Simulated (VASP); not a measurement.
Here is a VASP 6.6.1 calculation.

INCAR

```
SYSTEM = Mg
ALGO = Normal
EDIFF = 1E-7
ENCUT = 520
GGA = PS
ISIF = 2
ISMEAR = -1
IVDW = 13
LASPH = .True.
LCHARG = .False.
LREAL = .False.
LWAVE = .False.
NBANDS = 9
NELM = 100
PREC = Accurate
SIGMA = 0.05
```

KPOINTS

```
k-points
0
Gamma
  10 10 5
  0 0 0
```

File POSCAR:

```
Mg
1.0
    3.2515324747      0.0000000000      0.0000000000
   -1.6257662373      2.8159097243      0.0000000000
    0.0000000000      0.0000000000      5.2788644417
Mg
2
Direct
    0.6666666667      0.3333333333      0.7500000000
    0.3333333333      0.6666666667      0.2500000000
```

Potentials or basis: VASP PAW PBE potentials, release 64 (Mg).

Command:

```console
$ cat potpaw_PBE.64/Mg/POTCAR > POTCAR
$ mpirun -np 1 vasp_std > vasp.out
```

**Question.** What does it give for the band gap on the k mesh?

**Answer.** Zero (band 2 reaches 3.00 eV, above the bottom of band 3 at 1.09 eV).

**Question.** What does it give for the pressure?

**Answer.** -2.9 GPa.

Stress tensor (GPa, compression positive):
```
-3.28  0.00  0.00
 0.00 -3.28  0.00
 0.00  0.00 -2.07
```

Caveat: the PAW data sets were made with another functional, which shifts forces and pressure a little; pairwise dispersion overbinds metals, which lowers pressure and volume.
